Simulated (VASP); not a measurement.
# PbS (I4/mmm) in VASP: notebook

The runs below take PbS through single point, with r2SCAN.

Everything below comes from runs of VASP 6.6.1. Logs are shortened: lines on timing, memory, paths and dates and some standing lists are left out, and cuts for length are marked.

### 1 The cell of the first run

It takes space group I4/mmm (No. 139, tetragonal). The conventional cell has a = 4.298 Å, b = 4.298 Å, c = 5.930 Å, α = 90.00°, β = 90.00°, γ = 90.00°. Within 3.9 Å of Pb (site symmetry 4/mmm) lie 6 S at 2.96 to 3.04 Å. S (site symmetry 4/mmm) has 6 Pb at 2.96 to 3.04 Å within 3.9 Å.

### 2 Single point, r2SCAN (strain +0.025 along x and y, +0.000 along z)

Input file POSCAR:

```
PbS
1.0
    0.0000000000      3.0391250000      2.9650000000
    3.0391250000      0.0000000000      2.9650000000
    3.0391250000      3.0391250000      0.0000000000
Pb S
1 1
Direct
    0.0000000000      0.0000000000      0.0000000000
    0.5000000000      0.5000000000      0.5000000000
```

Input file INCAR.step1:

```
ALGO = Normal
EDIFF = 1E-5
ENCUT = 550
GGA = PE
GGA_COMPAT = False
ISMEAR = 0
LASPH = True
LCHARG = False
LREAL = False
LWAVE = True
NBANDS = 17
NELM = 120
PREC = Accurate
SIGMA = 0.05
```

Input file INCAR.step2:

```
ALGO = Normal
EDIFF = 1E-6
ENCUT = 550
GGA_COMPAT = False
ISIF = 2
ISMEAR = 0
ISTART = 1
LASPH = True
LCHARG = True
LELF = True
LMIXTAU = True
LREAL = False
LVHAR = True
LWAVE = False
METAGGA = R2SCAN
NBANDS = 17
NELM = 120
PREC = Accurate
SIGMA = 0.05
```

Input file KPOINTS:

```
k-points
0
Gamma
  8 8 8
```

Potentials or basis: VASP PAW PBE potentials, release 64 (Pb_d, S).

Launch:

```console
$ cat potpaw_PBE.64/Pb_d/POTCAR potpaw_PBE.64/S/POTCAR > POTCAR
$ cp INCAR.step1 INCAR
$ mpirun -np 1 vasp_std > vasp.out
$ cp INCAR.step2 INCAR
$ mpirun -np 1 vasp_std > vasp.out
```

OUTCAR:

```text
EDIFF = 1E-6
   ENCUT = 550
   ISIF = 2
   ISMEAR = 0
   ISTART = 1
   LASPH = True
   LREAL = False
   METAGGA = R2SCAN
   NELM = 120
   PREC = Accurate

 ion  position               nearest neighbor table
   1  0.000  0.000  0.000-   2 2.96   2 2.96   2 3.04   2 3.04   2 3.04   2 3.04
   2  0.500  0.500  0.500-   1 2.96   1 2.96   1 3.04   1 3.04   1 3.04   1 3.04

  LATTYP: Found a body centered tetragonal cell.
 ALAT       =     4.2979717927
 C/A-ratio  =     1.3797205487

  Lattice vectors:

 A1 = (   0.0000000000,  -3.0391250000,  -2.9650000000)
 A2 = (   0.0000000000,   3.0391250000,  -2.9650000000)
 A3 = (   3.0391250000,   0.0000000000,   2.9650000000)

Analysis of symmetry for initial positions (statically):
=====================================================================
 Subroutine PRICEL returns:
 Original cell was already a primitive cell.

 Routine SETGRP: Setting up the symmetry group for a
 body centered tetragonal supercell.

 Subroutine GETGRP returns: Found 16 space group operations
 (whereof 16 operations were pure point group operations)
 out of a pool of 16 trial point group operations.

The static configuration has the point symmetry D_4h.

Analysis of symmetry for dynamics (positions and initial velocities):
=====================================================================
 Subroutine PRICEL returns:
 Original cell was already a primitive cell.

 Routine SETGRP: Setting up the symmetry group for a
 body centered tetragonal supercell.

 Subroutine GETGRP returns: Found 16 space group operations
 (whereof 16 operations were pure point group operations)
 out of a pool of 16 trial point group operations.

The dynamic configuration has the point symmetry D_4h.

 Subroutine INISYM returns: Found 16 space group operations
 (whereof 16 operations are pure point group operations),
 and found     1 'primitive' translations

----------------------------------------------------------------------------------------

                                     Primitive cell

  volume of cell :      54.7711

  direct lattice vectors                    reciprocal lattice vectors
     0.000000000  3.039125000  2.965000000    -0.164521038  0.164521038  0.168634064
     3.039125000  0.000000000  2.965000000     0.164521038 -0.164521038  0.168634064
     3.039125000  3.039125000  0.000000000     0.164521038  0.164521038 -0.168634064

  length of vectors
     4.245881035  4.245881035  4.297971793     0.287353078  0.287353078  0.287353078
[... 80 lines left out ...]
   NELM   =    120;   NELMIN=  2; NELMDL=  0     # of ELM steps
   EDIFF  = 0.1E-05   stopping-criterion for ELM
   LREAL  =      F    real-space projection
   EDIFFG = 0.1E-04   stopping-criterion for IOM
   NSW    =      0    number of steps for IOM
   IBRION =     -1    ionic relax: 0-MD 1-quasi-New 2-CG
   NFREE  =      0    steps in history (QN), initial steepest desc. (CG)
   ISIF   =      2    stress and relaxation
   ISYM   =      2    0-nonsym 1-usesym 2-fastsym
   POTIM  = 0.5000    time-step for ionic-motion
   TEBEG  =    0.0;   TEEND  =   0.0 temperature during run
   PSTRESS=    0.0 pullay stress
   NELECT =      20.0000    total number of electrons
   NUPDOWN=      -1.0000    fix difference up-down
   EMIN   =  10.00;   EMAX   =-10.00  energy-range for DOS
   EFERMI =   0.00;   METHOD = LEGACY
   ISMEAR =     0;   SIGMA  =   0.05  broadening in eV -4-tet -1-fermi 0-gaus
   EFERMI_NEDOS =   21; number of points for ismear=-14 and -15
   IALGO  =     38    algorithm
   IMIX   =      4    mixing-type and parameters
     AMIX     =   0.40;   BMIX     =  1.00
     AMIX_MAG =   1.60;   BMIX_MAG =  1.00
  volume/ion in A,a.u.               =      27.39       184.81
  Fermi-wavevector in a.u.,A,eV,Ry     =   1.170130  2.211226 18.629164  1.369205
  Thomas-Fermi vector in A             =   2.306593
   LORBIT       =      0    0 simple, 1 ext, 2 COOP (PROOUT), +10 PAW based schemes
   METAGGA = R2SCAN    functional components
   LHFCALC =     F    Hartree Fock is set to
   AEXX    =    0.0000 exact exchange contribution
   IVDW    =     0    specifies the selected vdW correction
   LEPSILON=     F    determine dielectric tensor
   LRPA    =     F    only Hartree local field effects (RPA)
 non-spin polarized calculation
 Gauss-broadening in eV      SIGMA  =   0.05
  energy-cutoff  :      550.00
  volume of cell :       54.77
 maximum number of plane-waves:      1616
   NGX = 17   NGY = 17   NGZ = 17

 number of electron      20.0000003 magnetization

 Free energy of the ion-electron system (eV)
  ---------------------------------------------------
  ext. energy  EPLUGINS =         0.00000000
  ---------------------------------------------------
  free energy    TOTEN  =       -65.59813225 eV

  energy without entropy =      -65.59813225  energy(sigma->0) =      -65.59813225

 E-fermi :   5.2967     XC(G=0): -10.0100

 val. band max:        5.0315979044   @ k =   0.5000   0.0000   0.0000
 cond. band min:       5.8107779969   @ k =   0.5000   0.0000   0.0000
 fundamental gap:      0.7791800926
 Fermi energy:         5.2967192639

 k-point     1 :       0.0000    0.0000    0.0000
  band No.  band energies     occupation
      1     -12.3161      2.00000
      2     -12.3070      2.00000
      3     -12.3070      2.00000
      4     -12.3021      2.00000
      5     -12.2846      2.00000
      6      -8.7055      2.00000
[... 457 lines left out ...]
      4     -12.2865      2.00000
      5     -12.2709      2.00000
      6      -7.8533      2.00000
[... 9 lines left out ...]
     16      15.3248      0.00000
     17      17.1229      0.00000

 [... further k-points ...]

------------------------ aborting loop because EDIFF is reached ----------------------------------------

  FORCE on cell =-STRESS in cart. coord.  units (eV):
  Direction    XX          YY          ZZ          XY          YZ          ZX
  --------------------------------------------------------------------------------------
  -------------------------------------------------------------------------------------
  Total       -0.7903796     -0.7903796      0.1494914      0.0000000      0.0000000      0.0000000
  in kB      -23.1203530    -23.1203530      4.3729560      0.0000000      0.0000000      0.0000000
  external PRESSURE =     -13.9559167 kB  Pullay stress =       0.0000000 kB

 VOLUME and BASIS-vectors are now :
 -----------------------------------------------------------------------------
  energy-cutoff  :      550.00
  volume of cell :       54.77
      direct lattice vectors                 reciprocal lattice vectors
     0.000000000  3.039125000  2.965000000    -0.164521038  0.164521038  0.168634064
     3.039125000  0.000000000  2.965000000     0.164521038 -0.164521038  0.168634064
     3.039125000  3.039125000  0.000000000     0.164521038  0.164521038 -0.168634064

 POSITION                                       TOTAL-FORCE (eV/Angst)
 -----------------------------------------------------------------------------------
      0.00000      0.00000      0.00000        -0.000000      0.000000      0.000000
      3.03912      3.03912      2.96500         0.000000     -0.000000      0.000000
 -----------------------------------------------------------------------------------
    total drift:                                0.000000     -0.000000     -0.000000

  FREE ENERGIE OF THE ION-ELECTRON SYSTEM (eV)
  ---------------------------------------------------
  free  energy   TOTEN  =       -65.5981322457 eV

  energy  without entropy=      -65.5981322457  energy(sigma->0) =      -65.59813225
```

OUTCAR.step1:

```text
EDIFF = 1E-5
   ENCUT = 550
   GGA = PE
   ISMEAR = 0
   LASPH = True
[... 701 lines left out ...]
 -----------------------------------------------------------------------------------
      0.00000      0.00000      0.00000         0.000000      0.000000     -0.000000
      3.03912      3.03912      2.96500         0.000000      0.000000      0.000000
 -----------------------------------------------------------------------------------
    total drift:                                0.000000     -0.000000     -0.000000

  FREE ENERGIE OF THE ION-ELECTRON SYSTEM (eV)
  ---------------------------------------------------
  free  energy   TOTEN  =        -8.7616026915 eV

  energy  without entropy=       -8.7616026915  energy(sigma->0) =       -8.76160269
```

OSZICAR.step1:

```text
N       E                     dE             d eps       ncg     rms          rms(c)
DAV:   1     0.160107765199E+03    0.16011E+03   -0.99554E+03  2014   0.126E+03
DAV:   2     0.359796815626E+01   -0.15651E+03   -0.15070E+03  2165   0.318E+02
DAV:   3    -0.893984149747E+01   -0.12538E+02   -0.12417E+02  2640   0.934E+01
DAV:   4    -0.927825608857E+01   -0.33841E+00   -0.33785E+00  2592   0.167E+01
DAV:   5    -0.928993388349E+01   -0.11678E-01   -0.11676E-01  2961   0.309E+00    0.433E+00
DAV:   6    -0.875647449766E+01    0.53346E+00   -0.15668E+00  3147   0.803E+00    0.302E+00
DAV:   7    -0.875815109443E+01   -0.16766E-02   -0.14591E-01  2382   0.188E+00    0.180E+00
DAV:   8    -0.876206145961E+01   -0.39104E-02   -0.18331E-02  2340   0.141E+00    0.371E-01
DAV:   9    -0.876135934325E+01    0.70212E-03   -0.40459E-03  3250   0.526E-01    0.965E-02
DAV:  10    -0.876159944204E+01   -0.24010E-03   -0.42649E-04  2260   0.117E-01    0.755E-02
DAV:  11    -0.876160269154E+01   -0.32495E-05   -0.63544E-05  2841   0.854E-02
   1 F= -.87616027E+01 E0= -.87616027E+01  d E =-.236732E-14
```

It took 3 min on 1 thread of AMD EPYC 9R45 (Zen 5), shared host; peak memory 0.2 GiB.

What came out:

```yaml
Free_energy: -65.5981 eV
Pressure: -1.4 GPa
Band_gap_on_the_k_mesh: 0.78 eV
```

Caveat: the cell differs from its parent crystal (strain +0.025 along x and y, +0.000 along z); the PAW data sets were made with another functional, which shifts forces and pressure a little; spin-orbit coupling is left out, which moves the levels of the heavy elements.

[end of part 1 of 2]
